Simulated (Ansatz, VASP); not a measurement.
**Two plane-wave programs on LiHF2**

```xyz
4
Lattice="1.4670 0.8470 4.3667 -1.4670 0.8470 4.3667 0.0000 -1.6939 4.3667" Properties=species:S:1:pos:R:3 pbc="T T T"
Li    0.0000    0.0000    0.0000
H     0.0000    0.0000    6.5500
F     0.0000    0.0000    5.4143
F     0.0000    0.0000    7.6858
```

Alike in both runs: task single point; functional r2SCAN; k mesh 8 × 8 × 8; no spin polarisation.

|  | VASP | Ansatz |
| --- | --- | --- |
| version | VASP 6.6.1 | Ansatz 0.2.0 |
| potentials or method | VASP PAW PBE potentials, release 64 (Li_sv, H, F), cutoff 830 eV | plane waves, PAW |
| occupations | gaussian, width 0.01 eV | fixed |
| valence electrons in the cell | 18 | 18 |

Ansatz gave:

* gap on the k mesh at the Fermi level (eV): 9.23

Task: What did VASP give for the same quantities?

Result: gap on the k mesh at the Fermi level (eV): 9.27.

VASP's potentials were made for PBE, not for r2SCAN.
